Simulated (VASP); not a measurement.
Set up this calculation in VASP 6.6.1, as the native input.

| Property | Result |
| --- | --- |
| Task | single point |
| Functional | PBE |
| Potentials or basis | VASP PAW PBE potentials, release 64 (V_sv, Sn_d, B, O) |
| Cutoff | 520 eV |
| k mesh | 5 × 5 × 5 |
| Occupations | fermi-dirac, width 0.1 eV |
| Spin | no spin polarisation |
| Hubbard terms | V d U = 2.33 eV |
| Dipole correction | no |
| k mesh for the DOS | 8 × 8 × 8 |
| Occupations for the DOS | tetrahedron |
| Further INCAR settings | ALGO = Normal; EDIFF = 1e-07 |

The system is VSnB2O6.

```xyz
10
Lattice="4.7760 0.0000 0.0000 -2.3880 4.1361 0.0000 0.0000 -2.7574 5.1216" Properties=species:S:1:pos:R:3 pbc="T T T"
V     0.0000    0.0000    0.0000
Sn    2.3880   -1.3787    2.5608
B     0.0000    0.0000    3.7552
B     2.3880    1.3787    1.3664
O     1.3743   -0.0641    3.7690
O    -0.6316    1.2222    3.7690
O     4.0333   -1.1581    3.7690
O     1.0137    1.4428    1.3526
O     3.0196    0.1565    1.3526
O    -1.6453    2.5368    1.3526
```

The input as run:

POSCAR

```
VSnB2O6
1.0
    4.7759633400      0.0000000000      0.0000000000
   -2.3879816700      4.1361078000      0.0000000000
    0.0000000000     -2.7574015400      5.1215982500
V Sn B O
1 1 2 6
Direct
    0.0000000000      0.0000000000      0.0000000000
    0.5000000000      0.0000000000      0.5000000000
    0.2444000000      0.4888000000      0.7332000000
    0.7556000000      0.5112000000      0.2668000000
    0.5253000000      0.4751000000      0.7359000000
    0.2608000000      0.7861000000      0.7359000000
    0.9498000000      0.2106000000      0.7359000000
    0.4747000000      0.5249000000      0.2641000000
    0.7392000000      0.2139000000      0.2641000000
    0.0502000000      0.7894000000      0.2641000000
```

INCAR.step1

```
  PREC = Accurate
  ENCUT = 520
  EDIFF = 1E-7
  ISMEAR = -1
  SIGMA = 0.1
  LREAL = F
  LASPH = T
  NELM = 150
  ALGO = Normal
  ISIF = 2
  LWAVE = F
  LCHARG = T
  LMAXMIX = 4
  LDAU = T
  LDAUTYPE = 2
  LDAUL = 2 -1 -1 -1
  LDAUU = 2.33 0 0 0
  LDAUJ = 0 0 0 0
  LDAUPRINT = 1
  GGA = PE
  NBANDS = 46
```

KPOINTS.step1

```
Automatic mesh
0
Gamma
  5 5 5
```

INCAR.step2

```
  PREC = Accurate
  ENCUT = 520
  EDIFF = 1E-7
  ISMEAR = -5
  SIGMA = 0.1
  LREAL = F
  LASPH = T
  NELM = 150
  ALGO = Normal
  ISIF = 2
  LWAVE = F
  LCHARG = F
  LMAXMIX = 4
  LDAU = T
  LDAUTYPE = 2
  LDAUL = 2 -1 -1 -1
  LDAUU = 2.33 0 0 0
  LDAUJ = 0 0 0 0
  LDAUPRINT = 1
  GGA = PE
  LORBIT = 10
  NEDOS = 1001
  ICHARG = 11
```

KPOINTS.step2

```
Automatic mesh
0
Gamma
  8 8 8
```

Potentials or basis: VASP PAW PBE potentials, release 64 (V_sv, Sn_d, B, O).

Command:

```console
$ cat potpaw_PBE.64/V_sv/POTCAR potpaw_PBE.64/Sn_d/POTCAR potpaw_PBE.64/B/POTCAR potpaw_PBE.64/O/POTCAR > POTCAR
$ cp INCAR.step1 INCAR
$ cp KPOINTS.step1 KPOINTS
$ mpirun -np 1 vasp_std > vasp.out
$ cp INCAR.step2 INCAR
$ cp KPOINTS.step2 KPOINTS
$ mpirun -np 1 vasp_std > vasp.out
```

It gave:

```yaml
Valence_electrons_inside_the_program's_atomic_spheres: V 11.19; Sn 12.37; B 2.18; O 5.17
```

Caveat: an odd number of electrons without spin polarisation forces a metal; a magnetic or distorted state may lie lower; the run has no spin polarisation, though such a crystal can be magnetic; U without spin polarisation on a metal has little footing.

It took 2.7 min on 1 thread of Intel(R) Xeon(R) 6975P-C (Granite Rapids), on a shared host, peak memory 0.48 GiB.
